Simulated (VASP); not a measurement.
Crystal: ZrCu.

```
Zr Cu
1.0
     3.25266    0.00000    0.00000
     0.00000    3.25266    0.00000
     0.00000    0.00000    3.25266
Zr Cu
1 1
Direct
  0.50000 0.50000 0.50000
  0.00000 0.00000 0.00000
```

Base run:

* Program: VASP 6.6.1
* Functional: BLYP
* Potentials or basis: VASP PAW PBE potentials, release 64 (Zr_sv, Cu)
* Cutoff: 600 eV
* k mesh: 8 × 8 × 8
* Occupations: fermi-dirac, width 0.1 eV
* Spin: no spin polarisation

Its results: pressure 7.6 GPa.

Task: The run is repeated on the same cell with these changes: functional from BLYP to PBEsol. What comes out?

Result: Pressure -2.5 GPa.

PBEsol binds more tightly than BLYP, so the same cell stands under less pressure.

Caveats: the PAW data sets were made with another functional, which shifts forces and pressure a little.
